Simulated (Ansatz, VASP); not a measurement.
Y4I in VASP and in Ansatz

```
CELL_PARAMETERS angstrom
-3.29814 3.29814 3.29814
3.29814 -3.29814 3.29814
3.29814 3.29814 -3.29814
ATOMIC_POSITIONS crystal
Y 0.00000 0.00000 0.50000
Y 0.00000 0.50000 0.00000
Y 0.50000 0.00000 0.00000
Y 0.50000 0.50000 0.50000
I 0.00000 0.00000 0.00000
```

Change from the starting cell: species swapped into the CrGa4 type (Im-3m, No. 229).

Alike in both runs: task single point; functional PBE; k mesh 4 × 4 × 4; occupations gaussian, width 0.1 eV; no spin polarisation.

```csv
,VASP,Ansatz
version,VASP 6.6.1,Ansatz 0.2.0
potentials or method,"VASP PAW PBE potentials, release 64 (Y_sv, I), cutoff 520 eV","scalar-relativistic, plane waves, PAW"
valence electrons in the cell,51,61
```

VASP gave:

| Quantity | Value |
| --- | --- |
| gap on the k mesh at the Fermi level (eV) | none |
| pressure (GPa) | 11.7 |

Problem. Which values does Ansatz return?

Solution. gap on the k mesh at the Fermi level (eV): none; pressure (GPa): 11.8.

A gap of «none» marks a metal or a gap that the smearing closes. The functional is the same, so the differences come from potentials, cutoffs and numerics. VASP's potentials hold 51 valence electrons a cell and Ansatz's 61, so a difference there can come from the potentials and not from the codes.

Spin-orbit coupling is off throughout.
